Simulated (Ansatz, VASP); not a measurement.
# Two plane-wave programs on PbO2

Contents of INCAR:

```
SYSTEM = PbO2
  PREC = Accurate
  ENCUT = 520
  EDIFF = 1E-7
  ISMEAR = -1
  SIGMA = 0.05
  LREAL = .False.
  LASPH = .True.
  NELM = 60
  ALGO = Normal
  ISIF = 2
  LWAVE = .False.
  LCHARG = .False.
  GGA = PS
  NBANDS = 20
```

File KPOINTS:

```
regular mesh
0
Gamma
  7 7 7
  0 0 0
```

Contents of POSCAR:

```
PbO2
1.0
    0.0000000000      2.7019920000      2.7019920000
    2.7019920000      0.0000000000      2.7019920000
    2.7019920000      2.7019920000      0.0000000000
Pb O
1 2
Direct
    0.0000000000      0.0000000000      0.0000000000
    0.7500000000      0.7500000000      0.7500000000
    0.2500000000      0.2500000000      0.2500000000
```

input.yaml

```yaml
crystal:
  lattice:
    - [0.0, 2.701992, 2.701992]
    - [2.701992, 0.0, 2.701992]
    - [2.701992, 2.701992, 0.0]
  atoms:
    - { symbol: Pb, position: [0.0, 0.0, 0.0] }
    - { symbol: O, position: [0.75, 0.75, 0.75] }
    - { symbol: O, position: [0.25, 0.25, 0.25] }
hamiltonian:
  xc: pbesol
  pseudopotentials: { kind: paw }
kpoints:
  mp_grid: { grid: [7, 7, 7] }
scf:
  occupations: { method: fermi_dirac, width: 0.05 }
output:
  forces: true
  stress: true
  eigenvalues: true
```

Alike in both runs: task single point; functional PBEsol; k mesh 7 × 7 × 7; occupations fermi-dirac, width 0.05 eV; no spin polarisation.

|  | VASP | Ansatz |
| --- | --- | --- |
| version | VASP 6.6.1 | Ansatz 0.2.0 |
| potentials or method | VASP PAW PBE potentials, release 64 (Pb_d, O) | Ansatz PAW |
| plane-wave cutoff (eV) | 520 | 420 |
| valence electrons in the cell | 26 | 26 |

Ansatz gave:

```
gap on the k mesh at the Fermi level (eV) : none
pressure (GPa)                            : -5.8
```

Which values does VASP return?

gap on the k mesh at the Fermi level (eV): none; pressure (GPa): -5.6.

VASP's potentials were made for PBE, not for PBEsol. A gap of «none» marks a metal or a gap that the smearing closes.

Neither program's run includes spin-orbit coupling.
